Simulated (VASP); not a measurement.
Sb:

```
CELL_PARAMETERS angstrom
-1.58698 1.58698 2.72990
1.58698 -1.58698 2.72990
1.58698 1.58698 -2.72990
ATOMIC_POSITIONS crystal
Sb 0.00000 0.00000 0.00000
```

This cell differs from its parent crystal: volume scaled by 1.02.

Base run:

| Property | Result |
| --- | --- |
| Program | VASP 6.6.1 |
| Functional | PBE |
| Potentials or basis | VASP PAW PBE potentials, release 64 (Sb) |
| Cutoff | 520 eV |
| k mesh | 12 × 12 × 12 |
| Occupations | fermi-dirac, width 0.05 eV |
| Spin | no spin polarisation |

Its results: pressure 0.4 GPa.

Question: The run is repeated on the same cell with these changes: functional from PBE to LDA; potentials or basis from VASP PAW PBE potentials, release 64 (Sb) to VASP PAW LDA potentials, release 64 (Sb). What comes out?

Answer: Pressure -3.5 GPa.
